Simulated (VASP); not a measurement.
Crystal: BaHfO3.

```
Ba Hf O
1.0
     4.16957    0.00000    0.00000
     0.00000    4.16957    0.00000
     0.00000    0.00000    4.17038
Ba Hf O
1 1 3
Direct
  0.50000 0.50000 0.99642
  0.00000 0.00000 0.49788
  0.00000 0.50000 0.49889
  0.50000 0.00000 0.49889
  0.00000 0.00000 0.99794
```

```yaml
Program: VASP 6.6.1
Task: relaxation of cell and atoms
Functional: PBE
Potentials_or_basis: VASP PAW PBE potentials, release 64 (Ba_sv, Hf_pv, O)
Cutoff: 600 eV
k_mesh: 6 × 6 × 6
Occupations: gaussian, width 0.02 eV
Spin: no spin polarisation
```

At the start: pressure 3.6 GPa; volume 14.50 Å³/atom.

Task: Where does the relaxation end?

Result: Over 13 steps the energy falls by 3.5 meV/atom and the volume is 14.82 Å³/atom (+2.2 %); space group Pm-3m (No. 221, to 0.05 Å).

Step by step:
```tsv
step	energy change (eV)	largest force (eV/Å)	pressure (GPa)	volume (Å³)
1	0.0000	0.0246	3.59	72.50
2	0.0051	0.0121	-3.75	75.96
3	-0.0174	0.0182	-0.02	74.09
4	-0.0174	0.0183	0.05	74.06
5	-0.0174	0.0151	0.05	74.06
6	-0.0174	0.0118	0.05	74.06
7	-0.0174	0.0295	0.05	74.06
8	-0.0174	0.0140	0.05	74.06
9	-0.0174	0.0096	-0.05	74.11
10	-0.0174	0.0097	-0.05	74.11
11	-0.0174	0.0058	-0.03	74.10
12	-0.0174	0.0070	-0.01	74.09
13	-0.0174	0.0038	0.01	74.08
```

Final structure:
```
CELL_PARAMETERS angstrom
4.19978 0.00000 0.00000
0.00000 4.19978 0.00000
0.00000 0.00000 4.19985
ATOMIC_POSITIONS crystal
Ba 0.50000 0.50000 0.99775
Hf 0.00000 0.00000 0.49796
O 0.00000 0.50000 0.49816
O 0.50000 0.00000 0.49816
O 0.00000 0.00000 0.99798
```
